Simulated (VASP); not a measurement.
Wanted: the native input for a VASP 6.6.1 run.

- Task: single point
- Functional: PBEsol
- Potentials or basis: VASP PAW PBE potentials, release 64 (Ir)
- Cutoff: 520 eV
- k mesh: 16 × 16 × 16
- Occupations: fermi-dirac, width 0.1 eV
- Spin: no spin polarisation
- Dipole correction: no
- Further INCAR settings: ALGO = Normal; EDIFF = 1e-06; NBANDS = 10

The structure of Ir lies in POSCAR:

```
Ir
1.0
   -1.5978675456      1.5978675456      1.5978675456
    1.5978675456     -1.5978675456      1.5978675456
    1.5978675456      1.5978675456     -1.5978675456
Ir
1
Direct
    0.0000000000      0.0000000000      0.0000000000
```

This cell differs from its parent crystal: volume scaled by 1.12.

One way to write it, as run:

INCAR

```
  PREC = Accurate
  ENCUT = 520
  EDIFF = 1E-6
  ISMEAR = -1
  SIGMA = 0.1
  LREAL = F
  LASPH = T
  NELM = 100
  ALGO = Normal
  ISIF = 2
  LWAVE = F
  LCHARG = F
  GGA = PS
  NBANDS = 10
```

KPOINTS

```
regular mesh
0
Gamma
  16 16 16
```

Potentials or basis: VASP PAW PBE potentials, release 64 (Ir).

Command:

```console
$ cat potpaw_PBE.64/Ir/POTCAR > POTCAR
$ mpirun -np 1 vasp_std > vasp.out
```

Results of the run:

```yaml
Pressure: -28.6 GPa
```

Caveat: the PAW data sets were made with another functional, which shifts forces and pressure a little.

It took 8.8 s on 1 thread of Intel(R) Xeon(R) 6975P-C (Granite Rapids) (shared host), peak memory 0.15 GiB.
